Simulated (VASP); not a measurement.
# PtS2 (P-3m1) in VASP: notebook

The runs below take PtS2 through single point, with LDA+U.

Program: VASP 6.6.1. These are calculated values, not measurements. Logs are shortened: lines on timing, memory, paths and dates and some standing lists are left out, and cuts for length are marked.

## (1) The cell of the first run

The structure is trigonal, space group P-3m1 (No. 164). Conventional cell: a = 3.543 Å, b = 3.543 Å, c = 5.039 Å, α = 90.00°, β = 90.00°, γ = 120.00°. Within 3.2 Å of Pt (site symmetry -3m) lie 6 S at 2.40 Å. S (site symmetry 3m) has 3 Pt at 2.40 Å and 6 S at 3.25 Å within 3.3 Å.

## (2) Single point, LDA+U, collinear spin, zero start

INCAR

```
PREC = Accurate ; ENCUT = 520
EDIFF = 1E-7 ; ISMEAR = 0
SIGMA = 0.05 ; LREAL = False
LASPH = True ; NELM = 150
ALGO = Normal ; ISIF = 2
LWAVE = False ; LCHARG = False
ISPIN = 2 ; MAGMOM = 0 0 0 0 0 0
LORBIT = 11 ; LMAXMIX = 4
LDAU = True ; LDAUTYPE = 1
LDAUL = 2 -1 ; LDAUU = 5 0
LDAUJ = 0.9 0 ; LDAUPRINT = 1
GGA = CA ; NBANDS = 35
```

KPOINTS

```
Automatic mesh
0
Gamma
  6 6 2
```

POSCAR

```
PtS2
1.0
    3.5431995400      0.0000000000      0.0000000000
   -1.7715997700      3.0685008100      0.0000000000
    0.0000000000      0.0000000000     10.0776001800
Pt S
2 4
Direct
    0.0000000000      0.0000000000      0.0000000000
    0.0000000000      0.0000000000      0.5000000000
    0.3333333333      0.6666666667      0.1250000000
    0.6666666667      0.3333333333      0.3750000000
    0.3333333333      0.6666666667      0.6250000000
    0.6666666667      0.3333333333      0.8750000000
```

Potentials or basis: VASP PAW LDA potentials, release 64 (Pt, S).

On the command line:

```bash
cat potpaw_LDA.64/Pt/POTCAR potpaw_LDA.64/S/POTCAR > POTCAR
mpirun -np 1 vasp_std > vasp.out
```

OUTCAR:

```text
PREC = Accurate
   ENCUT = 520
   EDIFF = 1E-7
   ISMEAR = 0
   LREAL = False
   LASPH = True
   NELM = 150
   ISIF = 2
   ISPIN = 2
   LORBIT = 11
   GGA = CA

 ion  position               nearest neighbor table
   1  0.000  0.000  0.000-   3 2.40   6 2.40   6 2.40   3 2.40   6 2.40   3 2.40
   2  0.000  0.000  0.500-   5 2.40   4 2.40   5 2.40   4 2.40   4 2.40   5 2.40
   3  0.333  0.667  0.125-   1 2.40   1 2.40   1 2.40
   4  0.667  0.333  0.375-   2 2.40   2 2.40   2 2.40
   5  0.333  0.667  0.625-   2 2.40   2 2.40   2 2.40
   6  0.667  0.333  0.875-   1 2.40   1 2.40   1 2.40

  LATTYP: Found a hexagonal cell.
 ALAT       =     3.5431995400
 C/A-ratio  =     2.8442090450

  Lattice vectors:

 A1 = (   3.5431995400,   0.0000000000,   0.0000000000)
 A2 = (  -1.7715997700,   3.0685008100,   0.0000000000)
 A3 = (   0.0000000000,   0.0000000000,  10.0776001800)

Analysis of symmetry for initial positions (statically):
=====================================================================
 Subroutine PRICEL returns following result:

  LATTYP: Found a hexagonal cell.
 ALAT       =     3.5431995400
 C/A-ratio  =     1.4221045225
[... 12 lines left out ...]
 Subroutine GETGRP returns: Found 12 space group operations
 (whereof 12 operations were pure point group operations)
 out of a pool of 24 trial point group operations.

The static configuration has the point symmetry D_3d.

Analysis of symmetry for dynamics (positions and initial velocities):
=====================================================================
 Subroutine PRICEL returns following result:

  LATTYP: Found a hexagonal cell.
 ALAT       =     3.5431995400
 C/A-ratio  =     1.4221045225
[... 12 lines left out ...]
 Subroutine GETGRP returns: Found 12 space group operations
 (whereof 12 operations were pure point group operations)
 out of a pool of 24 trial point group operations.

The dynamic configuration has the point symmetry D_3d.

Analysis of structural, dynamic, and magnetic symmetry:
=====================================================================
 Subroutine PRICEL returns following result:

  LATTYP: Found a hexagonal cell.
 ALAT       =     3.5431995400
 C/A-ratio  =     1.4221045225
[... 12 lines left out ...]
 Subroutine GETGRP returns: Found 12 space group operations
 (whereof 12 operations were pure point group operations)
 out of a pool of 24 trial point group operations.

The overall configuration has the point symmetry D_3d.

 Subroutine INISYM returns: Found 12 space group operations
 (whereof 12 operations are pure point group operations),
 and found     2 'primitive' translations

----------------------------------------------------------------------------------------

                                     Primitive cell

  volume of cell :      54.7834

  direct lattice vectors                    reciprocal lattice vectors
     3.543199540  0.000000000  0.000000000     0.282230789  0.162946022  0.000000000
    -1.771599770  3.068500810  0.000000000     0.000000000  0.325892044  0.000000000
     0.000000000  0.000000000  5.038800090     0.000000000  0.000000000  0.198459947

  length of vectors
     3.543199540  3.543199538  5.038800090     0.325892043  0.325892044  0.198459947

  position of ions in fractional coordinates (direct lattice)
     0.000000000  0.000000000  0.000000000
     0.333333333  0.666666667  0.250000000
     0.666666667  0.333333333  0.750000000

  ion indices of the primitive-cell ions
   primitive index   ion index
                 1           1
[... 135 lines left out ...]
  o =  0.9313  v =  0.0000  0.0000  0.0000  0.0000  0.0000 -0.0000 -0.0000 -1.0000 -0.0000 -0.0000      0.0000  0.0000  0.0000  0.0000  0.0000  0.0000  0.0000  0.0000  0.0000  0.0000
  o =  0.9327  v =  0.0000  0.0000  0.0000  0.0000  0.0000  0.0000 -0.5841  0.0000  0.0000 -0.8117      0.0000  0.0000  0.0000  0.0000  0.0000  0.0000  0.0000  0.0000  0.0000  0.0000
  o =  0.9327  v =  0.0000  0.0000  0.0000  0.0000  0.0000  0.8117  0.0000 -0.0000  0.5841  0.0000      0.0000  0.0000  0.0000  0.0000  0.0000  0.0000  0.0000  0.0000  0.0000  0.0000
  o =  0.9327  v =  0.0000 -0.5841  0.0000  0.0000 -0.8117  0.0000  0.0000  0.0000  0.0000  0.0000      0.0000  0.0000  0.0000  0.0000  0.0000  0.0000  0.0000  0.0000  0.0000  0.0000
  o =  0.9327  v =  0.8117  0.0000 -0.0000  0.5841  0.0000  0.0000  0.0000  0.0000  0.0000  0.0000      0.0000  0.0000  0.0000  0.0000  0.0000  0.0000  0.0000  0.0000  0.0000  0.0000

atom =   2  type =  1  l = 2

 onsite density matrix

spin component  1

  0.8489 -0.0000 -0.0000  0.1164 -0.0000
 -0.0000  0.7710 -0.0000  0.0000  0.1164
 -0.0000 -0.0000  0.9313  0.0000 -0.0000
  0.1164  0.0000  0.0000  0.7710  0.0000
 -0.0000  0.1164 -0.0000  0.0000  0.8489

spin component  2

  0.8489 -0.0000 -0.0000  0.1164 -0.0000
 -0.0000  0.7710 -0.0000  0.0000  0.1164
 -0.0000 -0.0000  0.9313  0.0000 -0.0000
  0.1164  0.0000  0.0000  0.7710  0.0000
 -0.0000  0.1164 -0.0000  0.0000  0.8489

 occupancies and eigenvectors

  o =  0.6872  v =  0.0000  0.0000  0.0000  0.0000  0.0000  0.0000 -0.8117  0.0000  0.0000  0.5841      0.0000  0.0000  0.0000  0.0000  0.0000  0.0000  0.0000  0.0000  0.0000  0.0000
  o =  0.6872  v =  0.0000  0.0000  0.0000  0.0000  0.0000  0.5841  0.0000  0.0000 -0.8117  0.0000      0.0000  0.0000  0.0000  0.0000  0.0000  0.0000  0.0000  0.0000  0.0000  0.0000
  o =  0.6872  v =  0.0000  0.8117 -0.0000 -0.0000 -0.5841  0.0000  0.0000  0.0000  0.0000  0.0000      0.0000  0.0000  0.0000  0.0000  0.0000  0.0000  0.0000  0.0000  0.0000  0.0000
  o =  0.6872  v = -0.5841  0.0000 -0.0000  0.8117 -0.0000  0.0000  0.0000  0.0000  0.0000  0.0000      0.0000  0.0000  0.0000  0.0000  0.0000  0.0000  0.0000  0.0000  0.0000  0.0000
  o =  0.9313  v = -0.0000 -0.0000 -1.0000 -0.0000 -0.0000  0.0000  0.0000  0.0000  0.0000  0.0000      0.0000  0.0000  0.0000  0.0000  0.0000  0.0000  0.0000  0.0000  0.0000  0.0000
  o =  0.9313  v =  0.0000  0.0000  0.0000  0.0000  0.0000  0.0000 -0.0000 -1.0000 -0.0000 -0.0000      0.0000  0.0000  0.0000  0.0000  0.0000  0.0000  0.0000  0.0000  0.0000  0.0000
  o =  0.9327  v =  0.0000  0.0000  0.0000  0.0000  0.0000  0.0000 -0.5841  0.0000 -0.0000 -0.8117      0.0000  0.0000  0.0000  0.0000  0.0000  0.0000  0.0000  0.0000  0.0000  0.0000
  o =  0.9327  v =  0.0000  0.0000  0.0000  0.0000  0.0000 -0.8117  0.0000  0.0000 -0.5841  0.0000      0.0000  0.0000  0.0000  0.0000  0.0000  0.0000  0.0000  0.0000  0.0000  0.0000
  o =  0.9327  v =  0.0000 -0.5841  0.0000  0.0000 -0.8117  0.0000  0.0000  0.0000  0.0000  0.0000      0.0000  0.0000  0.0000  0.0000  0.0000  0.0000  0.0000  0.0000  0.0000  0.0000
  o =  0.9327  v =  0.8117  0.0000 -0.0000  0.5841  0.0000  0.0000  0.0000  0.0000  0.0000  0.0000      0.0000  0.0000  0.0000  0.0000  0.0000  0.0000  0.0000  0.0000  0.0000  0.0000

 number of electron      44.0000000 magnetization       0.0000000

 Free energy of the ion-electron system (eV)
  ---------------------------------------------------
  ext. energy  EPLUGINS =         0.00000000
  ---------------------------------------------------
  free energy    TOTEN  =       -30.72162143 eV

  energy without entropy =      -30.72162121  energy(sigma->0) =      -30.72162132

 E-fermi :   6.8096     XC(G=0): -10.9884

 val. band max:        6.6664638449   @ k =   0.0000   0.0000   0.0000
 cond. band min:       6.9637965800   @ k =   0.3333   0.3333   0.0000
 fundamental gap:      0.2973327351
 Fermi energy:         6.8095781962

 spin component 1

 k-point     1 :       0.0000    0.0000    0.0000
  band No.  band energies     occupation
      1      -8.5315      1.00000
      2      -8.0239      1.00000
      3      -6.7173      1.00000
      4      -5.6951      1.00000
      5      -0.8961      1.00000
      6      -0.2135      1.00000
[... 507 lines left out ...]
     33      15.0700      0.00000
     34      15.0700      0.00000
 Fermi energy:         6.8095781962

 spin component 2

 k-point     1 :       0.0000    0.0000    0.0000
  band No.  band energies     occupation
      1      -8.5315      1.00000
      2      -8.0239      1.00000
      3      -6.7173      1.00000
      4      -5.6951      1.00000
      5      -0.8961      1.00000
      6      -0.2135      1.00000
[... 507 lines left out ...]
     33      15.0700      0.00000
     34      15.0700      0.00000
 [bands above 34 left out]

------------------------ aborting loop because EDIFF is reached ----------------------------------------

  FORCE on cell =-STRESS in cart. coord.  units (eV):
  Direction    XX          YY          ZZ          XY          YZ          ZX
  --------------------------------------------------------------------------------------
  -------------------------------------------------------------------------------------
  Total       -5.5615096     -5.5615096     -5.6800222      0.0000000      0.0000000      0.0000000
  in kB      -81.3250414    -81.3250413    -83.0580323      0.0000000      0.0000000      0.0000000
  external PRESSURE =     -81.9027050 kB  Pullay stress =       0.0000000 kB

 VOLUME and BASIS-vectors are now :
 -----------------------------------------------------------------------------
  energy-cutoff  :      520.00
  volume of cell :      109.57
      direct lattice vectors                 reciprocal lattice vectors
     3.543199540  0.000000000  0.000000000     0.282230789  0.162946022  0.000000000
    -1.771599770  3.068500810  0.000000000     0.000000000  0.325892044  0.000000000
     0.000000000  0.000000000 10.077600180     0.000000000  0.000000000  0.099229974

 POSITION                                       TOTAL-FORCE (eV/Angst)
 -----------------------------------------------------------------------------------
      0.00000      0.00000      0.00000         0.000000      0.000000      0.000000
      0.00000      0.00000      5.03880         0.000000      0.000000      0.000000
     -0.00000      2.04567      1.25970         0.000000     -0.000000     -0.867693
      1.77160      1.02283      3.77910        -0.000000     -0.000000      0.867693
     -0.00000      2.04567      6.29850        -0.000000     -0.000000     -0.867693
      1.77160      1.02283      8.81790        -0.000000      0.000000      0.867693
 -----------------------------------------------------------------------------------
    total drift:                               -0.000000     -0.000000      0.000000

  FREE ENERGIE OF THE ION-ELECTRON SYSTEM (eV)
  ---------------------------------------------------
  free  energy   TOTEN  =       -30.7216214300 eV

  energy  without entropy=      -30.7216212056  energy(sigma->0) =      -30.72162132

 total charge

# of ion       s       p       d       tot
------------------------------------------
    1        0.666   0.731   8.280   9.677
    2        0.666   0.731   8.280   9.677
    3        1.365   2.237   0.000   3.602
    4        1.365   2.237   0.000   3.602
    5        1.365   2.237   0.000   3.602
    6        1.365   2.237   0.000   3.602
--------------------------------------------------
tot          6.790  10.411  16.560  33.761

 magnetization (x)

# of ion       s       p       d       tot
------------------------------------------
    1       -0.000  -0.000  -0.000  -0.000
    2       -0.000  -0.000  -0.000  -0.000
    3        0.000   0.000   0.000   0.000
    4        0.000   0.000   0.000   0.000
    5        0.000   0.000   0.000   0.000
    6        0.000   0.000   0.000   0.000
--------------------------------------------------
tot          0.000   0.000  -0.000   0.000
```

Run time: 2.2 min. Hardware: 1 thread of Intel Xeon 8259CL, shared host; peak memory 0.26 GiB.

Results:

* Free energy: -30.7216 eV
* Pressure: -8.2 GPa
* Largest force: 0.868 eV/Å
* Band gap on the k mesh: 0.30 eV
* Net moment: 0.00 μB per cell
* Valence electrons inside the program's atomic spheres: Pt 9.68; S 3.60

Forces in eV/Å, atoms in the order of the input:
```
Pt   0.000  0.000  0.000
Pt   0.000  0.000  0.000
S    0.000  0.000 -0.868
S    0.000  0.000  0.868
S    0.000  0.000 -0.868
S    0.000  0.000  0.868
```

Stress tensor (GPa, compression positive):
```
-8.13  0.00  0.00
 0.00 -8.13  0.00
 0.00  0.00 -8.31
```

Eigenvalues of the final occupation matrices:
```tsv
site	spin	trace	eigenvalues
site 1 d	1	4.17	0.69 0.69 0.93 0.93 0.93
site 1 d	2	4.17	0.69 0.69 0.93 0.93 0.93
site 2 d	1	4.17	0.69 0.69 0.93 0.93 0.93
site 2 d	2	4.17	0.69 0.69 0.93 0.93 0.93
```

Caveat: the cell stands under tension; spin-orbit coupling is left out, which moves the levels of the heavy elements. A k mesh can miss the band edges.

[end of part 1 of 2]
